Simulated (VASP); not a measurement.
# S (R-3) in VASP: a series of runs

S is run at these levels: PBEsol+D3(BJ); tasks: single point.

All numbers are computed with VASP 6.6.1; they aren't measurements. Logs are shortened: lines on timing, memory, paths and dates and some standing lists are left out, and cuts for length are marked.

### 1 The cell of the first run

Symmetry: R-3, No. 148, trigonal system. Conventional cell: a = 10.818 Å, b = 10.818 Å, c = 4.280 Å, α = 90.00°, β = 90.00°, γ = 120.00°. Within 2.7 Å of S (site symmetry 1) lie 2 S at 2.06 Å.

### 2 Single point, PBEsol+D3(BJ)

Input file INCAR:

```
SYSTEM = S
PREC = Accurate
ENCUT = 520
EDIFF = 1E-6
ISMEAR = 0
SIGMA = 0.01
LREAL = .FALSE.
LASPH = .TRUE.
NELM = 80
ALGO = Normal
ISIF = 2
LWAVE = .FALSE.
LCHARG = .FALSE.
GGA = PS
IVDW = 12
NBANDS = 27
```

Input file KPOINTS:

```
regular mesh
0
G
  2 2 2
  0 0 0
```

Input file POSCAR:

```
S
1.0
    5.4090000000      3.1228880000      1.4266670000
   -5.4090000000      3.1228880000      1.4266670000
    0.0000000000     -6.2457750000      1.4266670000
S
6
Direct
    0.2509000000      0.1483000000      0.9173000000
    0.9173000000      0.2509000000      0.1483000000
    0.1483000000      0.9173000000      0.2509000000
    0.7491000000      0.8517000000      0.0827000000
    0.0827000000      0.7491000000      0.8517000000
    0.8517000000      0.0827000000      0.7491000000
```

Potentials or basis: VASP PAW PBE potentials, release 64 (S).

Command:

```console
$ cat potpaw_PBE.64/S/POTCAR > POTCAR
$ mpirun -np 1 vasp_std > vasp.out
```

OUTCAR:

```text
SYSTEM = S
   PREC = Accurate
   ENCUT = 520
   EDIFF = 1E-6
   ISMEAR = 0
   LREAL = .FALSE.
   LASPH = .TRUE.
   NELM = 80
   ISIF = 2
   GGA = PS
   IVDW = 12
 IVDW          = 12

 ion  position               nearest neighbor table
   1  0.251  0.148  0.917-   6 2.06   5 2.06
   2  0.917  0.251  0.148-   6 2.06   4 2.06
   3  0.148  0.917  0.251-   5 2.06   4 2.06
   4  0.749  0.852  0.083-   3 2.06   2 2.06
   5  0.083  0.749  0.852-   3 2.06   1 2.06
   6  0.852  0.083  0.749-   2 2.06   1 2.06

  LATTYP: Found a trigonal (rhomboedric) cell.
 ALAT       =     6.4066441441
 COS(alpha) =    -0.4256166366

  Lattice vectors:

 A1 = (   5.4090000000,   3.1228880000,   1.4266670000)
 A2 = (  -5.4090000000,   3.1228880000,   1.4266670000)
 A3 = (   0.0000000000,  -6.2457750000,   1.4266670000)

Analysis of symmetry for initial positions (statically):
=====================================================================
 Subroutine PRICEL returns:
 Original cell was already a primitive cell.

 Routine SETGRP: Setting up the symmetry group for a
 trigonal (rhombohedral) supercell.

 Subroutine GETGRP returns: Found  6 space group operations
 (whereof  6 operations were pure point group operations)
 out of a pool of 12 trial point group operations.

The static configuration has the point symmetry S_6 .

Analysis of symmetry for dynamics (positions and initial velocities):
=====================================================================
 Subroutine PRICEL returns:
 Original cell was already a primitive cell.

 Routine SETGRP: Setting up the symmetry group for a
 trigonal (rhombohedral) supercell.

 Subroutine GETGRP returns: Found  6 space group operations
 (whereof  6 operations were pure point group operations)
 out of a pool of 12 trial point group operations.

The dynamic configuration has the point symmetry S_6 .

 Subroutine INISYM returns: Found  6 space group operations
 (whereof  6 operations are pure point group operations),
 and found     1 'primitive' translations

----------------------------------------------------------------------------------------

                                     Primitive cell

  volume of cell :     144.5930

  direct lattice vectors                    reciprocal lattice vectors
     5.409000000  3.122888000  1.426667000     0.092438528  0.053369408  0.233644793
    -5.409000000  3.122888000  1.426667000    -0.092438528  0.053369408  0.233644793
     0.000000000 -6.245775000  1.426667000     0.000000000 -0.106738816  0.233644830

  length of vectors
     6.406644144  6.406644144  6.406643745     0.256871689  0.256871689  0.256871722

  position of ions in fractional coordinates (direct lattice)
     0.250900000  0.148300000  0.917300000
     0.917300000  0.250900000  0.148300000
     0.148300000  0.917300000  0.250900000
     0.749100000  0.851700000  0.082700000
     0.082700000  0.749100000  0.851700000
     0.851700000  0.082700000  0.749100000

  ion indices of the primitive-cell ions
   primitive index   ion index
                 1           1
                 2           2
                 3           3
                 4           4
                 5           5
                 6           6

----------------------------------------------------------------------------------------

 KPOINTS: regular mesh

Automatic generation of k-mesh.
 Grid dimensions read from file:
 generate k-points for:    2    2    2

 Generating k-lattice:

  Cartesian coordinates                     Fractional coordinates (reciprocal lattice)
     0.046219264  0.026684704  0.116822396     0.500000000  0.000000000  0.000000000
    -0.046219264  0.026684704  0.116822396     0.000000000  0.500000000  0.000000000
     0.000000000 -0.053369408  0.116822415    -0.000000000 -0.000000000  0.500000000

  Length of vectors
     0.128435844  0.128435844  0.128435861

  Shift w.r.t. Gamma in fractional coordinates (k-lattice)
     0.000000000  0.000000000  0.000000000

 Subroutine IBZKPT returns following result:
 ===========================================

 Found      4 irreducible k-points:

 Following reciprocal coordinates:
            Coordinates               Weight
  0.000000  0.000000  0.000000      1.000000
  0.500000 -0.000000 -0.000000      3.000000
  0.500000  0.500000 -0.000000      3.000000
  0.500000  0.500000  0.500000      1.000000
   k-points           NKPTS =      4   k-points in BZ     NKDIM =      4   number of bands    NBANDS=     27
   number of dos      NEDOS =    301   number of ions     NIONS =      6
   total plane-waves  NPLWV = 110592
   dimension x,y,z NGX =    48 NGY =   48 NGZ =   48
   dimension x,y,z NGXF=    96 NGYF=   96 NGZF=   96
   ions per type =               6
   NGX,Y,Z   is equivalent  to a cutoff of  12.46, 12.46, 12.46 a.u.
   NGXF,Y,Z  is equivalent  to a cutoff of  24.91, 24.91, 24.91 a.u.
 SYSTEM =  S
   PREC   = accura    normal or accurate (medium, high low for compatibility)
   ISTART =      0    job   : 0-new  1-cont  2-samecut
   ICHARG =      2    charge: 1-file 2-atom 10-const
   ISPIN  =      1    spin polarized calculation?
   LNONCOLLINEAR =      F non collinear calculations
   LSORBIT =      F    spin-orbit coupling
   LASPH  =      T    aspherical Exc in radial PAW
   ENCUT  =  520.0 eV  38.22 Ry    6.18 a.u.  11.91 11.91 11.91*2*pi/ulx,y,z
   NELM   =     80;   NELMIN=  2; NELMDL= -5     # of ELM steps
   EDIFF  = 0.1E-05   stopping-criterion for ELM
   LREAL  =      F    real-space projection
[... 7 lines left out ...]
   TEBEG  =    0.0;   TEEND  =   0.0 temperature during run
   PSTRESS=    0.0 pullay stress
   NELECT =      36.0000    total number of electrons
   NUPDOWN=      -1.0000    fix difference up-down
   EMIN   =  10.00;   EMAX   =-10.00  energy-range for DOS
   EFERMI =   0.00;   METHOD = LEGACY
   ISMEAR =     0;   SIGMA  =   0.01  broadening in eV -4-tet -1-fermi 0-gaus
   EFERMI_NEDOS =   21; number of points for ismear=-14 and -15
   IALGO  =     38    algorithm
   IMIX   =      4    mixing-type and parameters
     AMIX     =   0.40;   BMIX     =  1.00
     AMIX_MAG =   1.60;   BMIX_MAG =  1.00
  volume/ion in A,a.u.               =      24.10       162.63
  Fermi-wavevector in a.u.,A,eV,Ry     =   1.029896  1.946221 14.431499  1.060685
  Thomas-Fermi vector in A             =   2.163966
   LORBIT       =      0    0 simple, 1 ext, 2 COOP (PROOUT), +10 PAW based schemes
   GGA     = PS    functional components
   LHFCALC =     F    Hartree Fock is set to
   AEXX    =    0.0000 exact exchange contribution
   IVDW    =    12    specifies the selected vdW correction
   LEPSILON=     F    determine dielectric tensor
   LRPA    =     F    only Hartree local field effects (RPA)
 non-spin polarized calculation
 Gauss-broadening in eV      SIGMA  =   0.01
  energy-cutoff  :      520.00
  volume of cell :      144.59
 maximum number of plane-waves:      3918
 NGX is ok and might be reduce to    48
   NGX = 23   NGY = 23   NGZ = 23

 number of electron      35.9999995 magnetization

 Free energy of the ion-electron system (eV)
  ---------------------------------------------------
  ext. energy  EPLUGINS =         0.00000000
  ---------------------------------------------------
  free energy    TOTEN  =       -26.08929952 eV

  energy without entropy =      -26.08929952  energy(sigma->0) =      -26.08929952

 E-fermi :   2.6899     XC(G=0):  -8.7675

 val. band max:        2.6242523970   @ k =   0.5000   0.5000   0.5000
 cond. band min:       4.7837086960   @ k =   0.5000   0.5000   0.5000
 fundamental gap:      2.1594562990
 Fermi energy:         2.6899406000

 k-point     1 :       0.0000    0.0000    0.0000
  band No.  band energies     occupation
      1     -14.2510      2.00000
      2     -12.2716      2.00000
      3     -12.2716      2.00000
      4      -9.0022      2.00000
      5      -9.0022      2.00000
      6      -6.0870      2.00000
[... 19 lines left out ...]
     26       9.6718      0.00000
     27       9.8000      0.00000

 k-point     2 :       0.5000   -0.0000   -0.0000
  band No.  band energies     occupation
      1     -14.0566      2.00000
      2     -12.3732      2.00000
      3     -12.2585      2.00000
      4      -8.9500      2.00000
      5      -8.7385      2.00000
      6      -6.4774      2.00000
[... 19 lines left out ...]
     26       9.9658      0.00000
     27      10.5074      0.00000

 k-point     3 :       0.5000    0.5000   -0.0000
  band No.  band energies     occupation
      1     -14.0862      2.00000
      2     -12.5835      2.00000
      3     -12.3488      2.00000
      4      -9.0684      2.00000
      5      -8.6760      2.00000
      6      -5.9270      2.00000
[... 19 lines left out ...]
     26       8.9719      0.00000
     27       9.8350      0.00000

 k-point     4 :       0.5000    0.5000    0.5000
  band No.  band energies     occupation
      1     -13.9749      2.00000
      2     -12.3908      2.00000
      3     -12.3908      2.00000
      4      -8.9246      2.00000
      5      -8.9246      2.00000
      6      -5.9256      2.00000
[... 19 lines left out ...]
     26      10.1946      0.00000
     27      10.4803      0.00000

------------------------ aborting loop because EDIFF is reached ----------------------------------------

 Edisp (eV)   -1.17594

 E8    (eV) :    -0.6754

  FORCE on cell =-STRESS in cart. coord.  units (eV):
  Direction    XX          YY          ZZ          XY          YZ          ZX
  --------------------------------------------------------------------------------------
  -------------------------------------------------------------------------------------
  Total      -0.91708    -0.91708    -1.34766     0.00000    -0.00000    -0.00000
  in kB     -10.16176   -10.16176   -14.93283     0.00000    -0.00000    -0.00000
  external pressure =      -11.75 kB  Pullay stress =        0.00 kB

 VOLUME and BASIS-vectors are now :
 -----------------------------------------------------------------------------
  energy-cutoff  :      520.00
  volume of cell :      144.59
      direct lattice vectors                 reciprocal lattice vectors
     5.409000000  3.122888000  1.426667000     0.092438528  0.053369408  0.233644793
    -5.409000000  3.122888000  1.426667000    -0.092438528  0.053369408  0.233644793
     0.000000000 -6.245775000  1.426667000     0.000000000 -0.106738816  0.233644830

 POSITION                                       TOTAL-FORCE (eV/Angst)
 -----------------------------------------------------------------------------------
      0.55496     -4.48259      1.87821         0.009793      0.198443     -0.011982
      3.60456      2.72191      1.87821        -0.176753     -0.090741     -0.011982
     -4.15952      1.76068      1.87821         0.166961     -0.107702     -0.011982
     -0.55496      4.48259      2.40179        -0.009793     -0.198443      0.011982
     -3.60456     -2.72191      2.40179         0.176753      0.090741      0.011982
      4.15952     -1.76068      2.40179        -0.166961      0.107702      0.011982
 -----------------------------------------------------------------------------------
    total drift:                               -0.000000      0.000000      0.000000

  FREE ENERGIE OF THE ION-ELECTRON SYSTEM (eV)
  ---------------------------------------------------
  free  energy   TOTEN  =       -27.2652405223 eV

  energy  without entropy=      -27.2652405223  energy(sigma->0) =      -27.26524052
```

Wall time 18 s (1 thread of Intel Xeon Platinum 8488C (Sapphire Rapids), shared host); peak memory 0.3 GiB.

Results:

```
Free energy                : -27.2652 eV
Pressure                   : -1.2 GPa
Largest force              : 0.199 eV/Å
Band gap on the k mesh     : 2.16 eV
Dispersion energy per atom : -0.196 eV
```

Forces on the atoms (eV/Å):
```
S    0.010  0.198 -0.012
S   -0.177 -0.091 -0.012
S    0.167 -0.108 -0.012
S   -0.010 -0.198  0.012
S    0.177  0.091  0.012
S   -0.167  0.108  0.012
```

Stress tensor (GPa, compression positive):
```
-1.02  0.00  0.00
 0.00 -1.02  0.00
 0.00  0.00 -1.49
```

Caveat: the k points lie up to 0.81 Å⁻¹ apart; the PAW data sets were made with another functional, which shifts forces and pressure a little.

### 3 Single point, PBEsol+D3(BJ)

Input file INCAR:

```
SYSTEM = S
PREC = Accurate
ENCUT = 520
EDIFF = 1E-6
ISMEAR = 0
SIGMA = 0.01
LREAL = .False.
LASPH = .True.
NELM = 100
ALGO = Normal
ISIF = 2
LWAVE = .False.
LCHARG = .False.
GGA = PS
IVDW = 12
NBANDS = 27
```

Input file KPOINTS:

```
Automatic mesh
0
Gamma
  3 3 3
  0 0 0
```

POSCAR is that of step 2.

Potentials or basis: VASP PAW PBE potentials, release 64 (S).

Command:

```console
$ cat potpaw_PBE.64/S/POTCAR > POTCAR
$ mpirun -np 1 vasp_std > vasp.out
```

Wall time 23 s (1 thread of Intel Xeon Platinum 8488C (Sapphire Rapids), shared host); peak memory 0.3 GiB.

Results (log left out):

| Item | Value |
| --- | --- |
| Free energy | -27.2465 eV |
| Pressure | -1.0 GPa |
| Largest force | 0.224 eV/Å |
| Band gap on the k mesh | 2.38 eV |
| Dispersion energy per atom | -0.196 eV |

Forces in eV/Å, atoms in the order of the input:
```
S    0.077  0.210  0.010
S   -0.221 -0.038  0.010
S    0.143 -0.172  0.010
S   -0.077 -0.210 -0.010
S    0.221  0.038 -0.010
S   -0.143  0.172 -0.010
```

Stress tensor (GPa, compression positive):
```
-0.82  0.00  0.00
 0.00 -0.82  0.00
 0.00  0.00 -1.45
```

Levels at points of the mesh, in eV from the valence-band top:
```tsv
k point	band 15	band 16	band 17	band 18	band 19	band 20	band 21	band 22
(0.00, 0.00, 0.00)	-0.67	-0.67	-0.62	-0.62	2.59	2.59	3.56	3.56
```

Caveat: the k points lie up to 0.54 Å⁻¹ apart; the PAW data sets were made with another functional, which shifts forces and pressure a little; an odd mesh through Γ misses points on the zone boundary, where band edges can lie.

[end of part 1 of 2]
